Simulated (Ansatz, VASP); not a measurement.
HfNiS4: VASP beside Ansatz

```
Hf Ni S
1.0
     0.00000    3.85077    3.85077
     3.85077    0.00000    3.85077
     3.85077    3.85077    0.00000
Hf Ni S
1 1 4
Cartesian
  0.0000 0.0000 0.0000
  1.9254 1.9254 1.9254
  2.8924 4.8092 2.8924
  2.8924 2.8924 4.8092
  4.8092 4.8092 4.8092
  4.8092 2.8924 2.8924
```

Change from the starting cell: species swapped into the CeInPt4 type (F-43m, No. 216).

Alike in both runs: task single point; functional PBE; k mesh 4 × 4 × 4; occupations gaussian, width 0.1 eV; collinear spin.

|  | VASP | Ansatz |
| --- | --- | --- |
| version | VASP 6.6.1 | Ansatz 0.2.0 |
| potentials or method | VASP PAW PBE potentials, release 64 (Hf_pv, Ni, S), cutoff 520 eV | scalar-relativistic, plane waves, PAW |
| valence electrons in the cell | 44 | 68 |

|  | VASP | Ansatz | Ansatz less VASP |
| --- | --- | --- | --- |
| gap on the k mesh at the Fermi level (eV) | none | none | - |
| pressure (GPa) | -10.1 | -9.8 | +0.21 |
| rms of the force components (eV/Å) | 0.006 | 0.002 | -0.0043 |
| net moment per atom (μB) | 0.17 | 0.18 | +0.007 |
| size of the moment on the site where the two differ most (μB) | 0.58 | 0.63 | +0.053 |

Site moments also hang on the region over which each program counts them. Atom by atom the forces differ by 0.004 eV/Å (rms over components). A gap of «none» marks a metal or a gap that the smearing closes. VASP's potentials hold 44 valence electrons a cell and Ansatz's 68, so a difference there can come from the potentials and not from the codes.

Neither program's run includes spin-orbit coupling.
